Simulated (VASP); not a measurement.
Input of a VASP 6.6.1 run:

INCAR

```
SYSTEM = Hf2Tl3Pb2S8
  PREC = Accurate
  ENCUT = 520
  EDIFF = 1E-6
  ISMEAR = -1
  SIGMA = 0.05
  LREAL = Auto
  LASPH = .True.
  NELM = 100
  ALGO = Normal
  ISIF = 2
  LWAVE = .False.
  LCHARG = .False.
  GGA = PE
  NELECT = 136.0
  NBANDS = 80
```

KPOINTS

```
Automatic mesh
0
Gamma
  2 2 2
  0 0 0
```

POSCAR

```
Hf2Tl3Pb2S8
1.0
    7.7347500000     -4.1127500000      0.0000000000
    7.7347500000      4.1127500000      0.0000000000
   -2.2139820000      0.0000000000      6.3345410000
Hf Tl Pb S
2 3 2 8
Direct
    0.8618200873      0.1235306216      0.2811411277
    0.1163482905      0.8604975823      0.7695900934
    0.9099169725      0.6011211546      0.2036611650
    0.1208545990      0.3653625317      0.7810668524
    0.6072070886      0.8168235253      0.6482079759
    0.3665475402      0.6399655695      0.2374126239
    0.6194334340      0.3906813824      0.8365404849
    1.0225232169      0.1807749949      0.0850101057
    0.8177805540     -0.0114699475      0.5017253815
    0.0053915756      0.8124671333      1.0321821265
    0.1810968970      0.9925734029      0.5482638758
    0.7782865653      0.4434984065      0.5000046570
    0.5517515927      0.2320141907      0.0491116878
    0.2175343456      0.5558238113      0.5416177747
    0.4367041698      0.7833335540      0.9793606198
```

Potentials or basis: VASP PAW PBE potentials, release 64 (Hf_pv, Tl_d, Pb_d, S).

The run is started by

```bash
$ cat potpaw_PBE.64/Hf_pv/POTCAR potpaw_PBE.64/Tl_d/POTCAR potpaw_PBE.64/Pb_d/POTCAR potpaw_PBE.64/S/POTCAR > POTCAR
$ mpirun -np 1 vasp_std > vasp.out
```

(1) Predict the largest force.

Results:

(1) 2.058 eV/Å.

Caveat: the k points lie up to 0.50 Å⁻¹ apart; the cell carries a net charge on a neutralising background, which shifts energy and pressure; the atoms stand as in a frame of molecular dynamics.
